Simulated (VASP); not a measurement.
# GaSb3 (Imm2) in VASP: further runs

GaSb3 is run at these levels: PBEsol+D3(BJ); tasks: single point.

All numbers are computed with VASP 6.6.1; they aren't measurements. Logs are shortened: lines on timing, memory, paths and dates and some standing lists are left out, and cuts for length are marked.

## Step 1: The cell of the first run

It takes space group Imm2 (No. 44, orthorhombic). Conventional cell: a = 5.071 Å, b = 5.071 Å, c = 7.172 Å, α = 90.00°, β = 90.00°, γ = 90.00°. Within 3.8 Å of Ga (site symmetry mm2) lie 13 Sb at 2.89 to 3.60 Å. Within 3.9 Å of Sb (site symmetry mm2) lie 4 Ga at 2.93 to 3.30 Å and 10 Sb at 3.08 to 3.67 Å. Within 3.8 Å of Sb (site symmetry mm2) lie 4 Ga at 2.89 to 3.35 Å and 10 Sb at 3.09 to 3.67 Å. Within 4.1 Å of Sb (site symmetry mm2) lie 8 Sb at 3.08 to 3.13 Å and 6 Ga at 3.22 to 3.95 Å.

## Step 2: Single point, PBEsol+D3(BJ) (atoms displaced along several vibrational modes)

Input file INCAR:

```
SYSTEM = GaSb3
  PREC = Accurate
  ENCUT = 520
  EDIFF = 1E-6
  ISMEAR = 0
  SIGMA = 0.15
  LREAL = .FALSE.
  LASPH = .TRUE.
  NELM = 60
  ALGO = Normal
  ISIF = 2
  LWAVE = .FALSE.
  LCHARG = .FALSE.
  GGA = PS
  IVDW = 12
  NBANDS = 22
```

Input file KPOINTS:

```
Automatic mesh
0
G
  10 10 10
  0 0 0
```

Input file POSCAR:

```
GaSb3
1.0
    0.0000000000      3.5857729617      3.5857729617
    3.5857729617      0.0000000000      3.5857729617
    3.5857729617      3.5857729617      0.0000000000
Ga Sb
1 3
Direct
    0.0423897446     -0.0423897446     -0.0423897446
    0.2480104894      0.2519895106      0.2519895106
    0.7365764136      0.7634235864      0.7634235864
    0.4911396068      0.5088603932      0.5088603932
```

Potentials or basis: VASP PAW PBE potentials, release 64 (Ga_d, Sb).

Launch:

```
cat potpaw_PBE.64/Ga_d/POTCAR potpaw_PBE.64/Sb/POTCAR > POTCAR
mpirun -np 1 vasp_std > vasp.out
```

OUTCAR:

```text
SYSTEM = GaSb3
   PREC = Accurate
   ENCUT = 520
   EDIFF = 1E-6
   ISMEAR = 0
   LREAL = .FALSE.
   LASPH = .TRUE.
   NELM = 60
   ISIF = 2
   GGA = PS
   IVDW = 12
 IVDW          = 12

 ion  position               nearest neighbor table
   1  0.042  0.958  0.958-   3 2.89   3 2.89   2 2.93   2 2.93   4 3.22   2 3.30   2 3.30   3 3.35
                             3 3.35
   2  0.248  0.252  0.252-   1 2.93   1 2.93   4 3.08   4 3.08   4 3.13   4 3.13   1 3.30   1 3.30
                             3 3.50   3 3.59   3 3.59   3 3.59   3 3.59   3 3.67
   3  0.737  0.763  0.763-   1 2.89   1 2.89   4 3.09   4 3.09   4 3.12   4 3.12   1 3.35   1 3.35
                             2 3.50   2 3.59   2 3.59   2 3.59   2 3.59   2 3.67
   4  0.491  0.509  0.509-   2 3.08   2 3.08   3 3.09   3 3.09   3 3.12   3 3.12   2 3.13   2 3.13
                             1 3.22

  LATTYP: Found a face centered cubic cell.
 ALAT       =     7.1715459234

  Lattice vectors:

 A1 = (   0.0000000000,   3.5857729617,   3.5857729617)
 A2 = (   3.5857729617,   0.0000000000,   3.5857729617)
 A3 = (   3.5857729617,   3.5857729617,   0.0000000000)

Analysis of symmetry for initial positions (statically):
=====================================================================
 Subroutine PRICEL returns:
 Original cell was already a primitive cell.

 Routine SETGRP: Setting up the symmetry group for a
 face centered cubic supercell.

 Subroutine GETGRP returns: Found  4 space group operations
 (whereof  4 operations were pure point group operations)
 out of a pool of 48 trial point group operations.

The static configuration has the point symmetry C_2v.

Analysis of symmetry for dynamics (positions and initial velocities):
=====================================================================
 Subroutine PRICEL returns:
 Original cell was already a primitive cell.

 Routine SETGRP: Setting up the symmetry group for a
 face centered cubic supercell.

 Subroutine GETGRP returns: Found  4 space group operations
 (whereof  4 operations were pure point group operations)
 out of a pool of 48 trial point group operations.

The dynamic configuration has the point symmetry C_2v.

 Subroutine INISYM returns: Found  4 space group operations
 (whereof  4 operations are pure point group operations),
 and found     1 'primitive' translations

----------------------------------------------------------------------------------------

                                     Primitive cell

  volume of cell :      92.2101

  direct lattice vectors                    reciprocal lattice vectors
     0.000000000  3.585772962  3.585772962    -0.139439949  0.139439949  0.139439949
     3.585772962  0.000000000  3.585772962     0.139439949 -0.139439949  0.139439949
     3.585772962  3.585772962  0.000000000     0.139439949  0.139439949 -0.139439949

  length of vectors
     5.071048754  5.071048754  5.071048754     0.241517077  0.241517077  0.241517077

  position of ions in fractional coordinates (direct lattice)
     0.042389745  0.957610255  0.957610255
     0.248010489  0.251989511  0.251989511
     0.736576414  0.763423586  0.763423586
     0.491139607  0.508860393  0.508860393

  ion indices of the primitive-cell ions
   primitive index   ion index
                 1           1
                 2           2
                 3           3
                 4           4

----------------------------------------------------------------------------------------

 KPOINTS: Automatic mesh

Automatic generation of k-mesh.
 Grid dimensions read from file:
 generate k-points for:   10   10   10

 Generating k-lattice:

  Cartesian coordinates                     Fractional coordinates (reciprocal lattice)
    -0.013943995  0.013943995  0.013943995     0.100000000  0.000000000  0.000000000
     0.013943995 -0.013943995  0.013943995     0.000000000  0.100000000  0.000000000
     0.013943995  0.013943995 -0.013943995     0.000000000  0.000000000  0.100000000

  Length of vectors
     0.024151708  0.024151708  0.024151708

  Shift w.r.t. Gamma in fractional coordinates (k-lattice)
     0.000000000  0.000000000  0.000000000

 Subroutine IBZKPT returns following result:
 ===========================================

 Found    171 irreducible k-points:

 Following reciprocal coordinates:
            Coordinates               Weight
  0.000000  0.000000  0.000000      1.000000
  0.100000  0.000000  0.000000      4.000000
  0.000000  0.100000  0.000000      4.000000
  0.200000  0.000000  0.000000      4.000000
  0.000000  0.200000  0.000000      4.000000
  0.300000  0.000000  0.000000      4.000000
[... 16 lines left out ...]
  0.000000  0.400000  0.100000      4.000000
  0.100000  0.000000  0.400000      8.000000
 [... further k-points ...]
   k-points           NKPTS =    171   k-points in BZ     NKDIM =    171   number of bands    NBANDS=     22
   number of dos      NEDOS =    301   number of ions     NIONS =      4
   total plane-waves  NPLWV =  64000
   dimension x,y,z NGX =    40 NGY =   40 NGZ =   40
   dimension x,y,z NGXF=    80 NGYF=   80 NGZF=   80
   ions per type =               1   3
   NGX,Y,Z   is equivalent  to a cutoff of  13.11, 13.11, 13.11 a.u.
   NGXF,Y,Z  is equivalent  to a cutoff of  26.23, 26.23, 26.23 a.u.
 SYSTEM =  GaSb3
   PREC   = accura    normal or accurate (medium, high low for compatibility)
   ISTART =      0    job   : 0-new  1-cont  2-samecut
   ICHARG =      2    charge: 1-file 2-atom 10-const
   ISPIN  =      1    spin polarized calculation?
   LNONCOLLINEAR =      F non collinear calculations
   LSORBIT =      F    spin-orbit coupling
   LASPH  =      T    aspherical Exc in radial PAW
   ENCUT  =  520.0 eV  38.22 Ry    6.18 a.u.   9.43  9.43  9.43*2*pi/ulx,y,z
   NELM   =     60;   NELMIN=  2; NELMDL= -5     # of ELM steps
   EDIFF  = 0.1E-05   stopping-criterion for ELM
   LREAL  =      F    real-space projection
   EDIFFG = 0.1E-04   stopping-criterion for IOM
   NSW    =      0    number of steps for IOM
   IBRION =     -1    ionic relax: 0-MD 1-quasi-New 2-CG
   NFREE  =      0    steps in history (QN), initial steepest desc. (CG)
   ISIF   =      2    stress and relaxation
   ISYM   =      2    0-nonsym 1-usesym 2-fastsym
   POTIM  = 0.5000    time-step for ionic-motion
   TEBEG  =    0.0;   TEEND  =   0.0 temperature during run
   PSTRESS=    0.0 pullay stress
   NELECT =      28.0000    total number of electrons
   NUPDOWN=      -1.0000    fix difference up-down
   EMIN   =  10.00;   EMAX   =-10.00  energy-range for DOS
   EFERMI =   0.00;   METHOD = LEGACY
   ISMEAR =     0;   SIGMA  =   0.15  broadening in eV -4-tet -1-fermi 0-gaus
   EFERMI_NEDOS =   21; number of points for ismear=-14 and -15
   IALGO  =     38    algorithm
   IMIX   =      4    mixing-type and parameters
     AMIX     =   0.40;   BMIX     =  1.00
     AMIX_MAG =   1.60;   BMIX_MAG =  1.00
  volume/ion in A,a.u.               =      23.05       155.57
  Fermi-wavevector in a.u.,A,eV,Ry     =   1.100360  2.079379 16.473821  1.210792
  Thomas-Fermi vector in A             =   2.236770
   LORBIT       =      0    0 simple, 1 ext, 2 COOP (PROOUT), +10 PAW based schemes
   GGA     = PS    functional components
   LHFCALC =     F    Hartree Fock is set to
   AEXX    =    0.0000 exact exchange contribution
   IVDW    =    12    specifies the selected vdW correction
   LEPSILON=     F    determine dielectric tensor
   LRPA    =     F    only Hartree local field effects (RPA)
 non-spin polarized calculation
 Gauss-broadening in eV      SIGMA  =   0.15
  energy-cutoff  :      520.00
  volume of cell :       92.21
 maximum number of plane-waves:      2511
 NGX is ok and might be reduce to    40
   NGX = 19   NGY = 19   NGZ = 19

 number of electron      28.0000003 magnetization

 Free energy of the ion-electron system (eV)
  ---------------------------------------------------
  ext. energy  EPLUGINS =         0.00000000
  ---------------------------------------------------
  free energy    TOTEN  =       -16.20897359 eV

  energy without entropy =      -16.19280182  energy(sigma->0) =      -16.20088770

 E-fermi :   8.7500     XC(G=0): -10.8165

 val. band max:        8.7483041527   @ k =   0.1000   0.1000   0.0000
 cond. band min:       8.7533038778   @ k =   0.3000   0.1000   0.4000
 fundamental gap:      0.0049997251
 Fermi energy:         8.7500277801

 k-point     1 :       0.0000    0.0000    0.0000
  band No.  band energies     occupation
      1      -6.0366      2.00000
      2      -6.0321      2.00000
      3      -6.0316      2.00000
      4      -6.0167      2.00000
      5      -6.0041      2.00000
      6      -4.6523      2.00000
[... 14 lines left out ...]
     21      16.6484      0.00000
     22      16.7215      0.00000

 k-point     2 :       0.1000    0.0000    0.0000
  band No.  band energies     occupation
      1      -6.0368      2.00000
      2      -6.0317      2.00000
      3      -6.0316      2.00000
      4      -6.0168      2.00000
      5      -6.0043      2.00000
      6      -4.5669      2.00000
[... 14 lines left out ...]
     21      15.9225      0.00000
     22      16.4227      0.00000

 k-point     3 :       0.0000    0.1000    0.0000
  band No.  band energies     occupation
      1      -6.0370      2.00000
      2      -6.0322      2.00000
      3      -6.0312      2.00000
      4      -6.0168      2.00000
      5      -6.0042      2.00000
      6      -4.5652      2.00000
[... 14 lines left out ...]
     21      15.8707      0.00000
     22      16.5218      0.00000
[... 476 lines left out ...]
 k-point    23 :       0.0000    0.4000    0.1000
  band No.  band energies     occupation
      1      -6.0439      2.00000
      2      -6.0312      2.00000
      3      -6.0279      2.00000
      4      -6.0190      2.00000
      5      -6.0046      2.00000
      6      -3.4381      2.00000
[... 14 lines left out ...]
     21      14.2390      0.00000
     22      15.0961      0.00000

 k-point    24 :       0.1000    0.0000    0.4000
  band No.  band energies     occupation
      1      -6.0423      2.00000
      2      -6.0319      2.00000
      3      -6.0282      2.00000
      4      -6.0173      2.00000
      5      -6.0059      2.00000
      6      -3.4289      2.00000
[... 14 lines left out ...]
     21      14.3727      0.00000
     22      15.2520      0.00000

 [... further k-points ...]

------------------------ aborting loop because EDIFF is reached ----------------------------------------

 Edisp (eV)   -1.97374

 E8    (eV) :    -1.3579

  FORCE on cell =-STRESS in cart. coord.  units (eV):
  Direction    XX          YY          ZZ          XY          YZ          ZX
  --------------------------------------------------------------------------------------
  -------------------------------------------------------------------------------------
  Total       0.67033     0.85470     0.85470     0.00000    -0.14452     0.00000
  in kB      11.64712    14.85072    14.85072     0.00000    -2.51106     0.00000
  external pressure =       13.78 kB  Pullay stress =        0.00 kB

 VOLUME and BASIS-vectors are now :
 -----------------------------------------------------------------------------
  energy-cutoff  :      520.00
  volume of cell :       92.21
      direct lattice vectors                 reciprocal lattice vectors
     0.000000000  3.585772962  3.585772962    -0.139439949  0.139439949  0.139439949
     3.585772962  0.000000000  3.585772962     0.139439949 -0.139439949  0.139439949
     3.585772962  3.585772962  0.000000000     0.139439949  0.139439949 -0.139439949

 POSITION                                       TOTAL-FORCE (eV/Angst)
 -----------------------------------------------------------------------------------
      6.86755      3.58577      3.58577         0.765320      0.000000      0.000000
      1.80715      1.79289      1.79289        -0.031041      0.000000      0.000000
      5.47493      5.37866      5.37866        -0.364461     -0.000000     -0.000000
      3.64932      3.58577      3.58577        -0.369818      0.000000      0.000000
 -----------------------------------------------------------------------------------
    total drift:                                0.000400      0.000001      0.000001

  FREE ENERGIE OF THE ION-ELECTRON SYSTEM (eV)
  ---------------------------------------------------
  free  energy   TOTEN  =       -18.1827166069 eV

  energy  without entropy=      -18.1665448413  energy(sigma->0) =      -18.17463072
```

It took 6.9 min on 1 thread of Intel Xeon 8259CL, shared host; peak memory 0.48 GiB.

Results:

```
Free energy                : -18.1827 eV
Pressure                   : 1.4 GPa
Largest force              : 0.765 eV/Å
Band gap on the k mesh     : zero (bands 14 and 15 overlap by 3.90 eV)
Dispersion energy per atom : -0.493 eV
```

Forces in eV/Å, atoms in the order of the input:
```
Ga   0.765  0.000  0.000
Sb  -0.031  0.000  0.000
Sb  -0.364  0.000  0.000
Sb  -0.370  0.000  0.000
```

Stress tensor (GPa, compression positive):
```
 1.16  0.00  0.00
 0.00  1.49 -0.25
 0.00 -0.25  1.49
```

Caveat: the cell differs from its parent crystal (atoms displaced along several vibrational modes); the PAW data sets were made with another functional, which shifts forces and pressure a little; spin-orbit coupling is left out, which moves the levels of the heavy elements.

(Part 1 of 2 ends here.)
